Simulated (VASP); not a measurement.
A run of VASP 6.6.1 is set up as follows.

INCAR

```
PREC = Accurate ; ENCUT = 520
EDIFF = 1E-6 ; ISMEAR = -1
SIGMA = 0.05 ; LREAL = False
LASPH = True ; NELM = 60
ALGO = Normal ; ISIF = 2
LWAVE = False ; LCHARG = False
GGA = PE ; NBANDS = 24
```

File KPOINTS:

```
Automatic mesh
0
Gamma
  10 10 5
```

POSCAR

```
Ti2BN
1.0
    2.9480165512      0.0000000000      0.0000000000
   -1.4740082756      2.5530572280      0.0000000000
    0.0000000000      0.0000000000      5.7074060878
Ti B N
2 1 1
Direct
    0.0000000000      0.0000000000      0.2565625700
    0.0000000000      0.0000000000      0.7434374300
    0.0000000000      0.0000000000      0.5000000000
    0.0000000000      0.0000000000      0.0000000000
```

Potentials or basis: VASP PAW PBE potentials, release 64 (Ti_sv, B, N).

Command:

```bash
$ cat potpaw_PBE.64/Ti_sv/POTCAR potpaw_PBE.64/B/POTCAR potpaw_PBE.64/N/POTCAR > POTCAR
$ mpirun -np 1 vasp_std > vasp.out
```

(1) Predict the band gap on the k mesh.

(2) Predict the largest force.

(3) Predict the pressure.

Results:

(1) zero (band 16 reaches 9.57 eV, above the bottom of band 17 at 8.20 eV).

(2) 3.296 eV/Å.

(3) 137.5 GPa.

Caveat: forces of over 1 eV/Å act on the atoms, so gaps and moduli don't describe the material at rest.
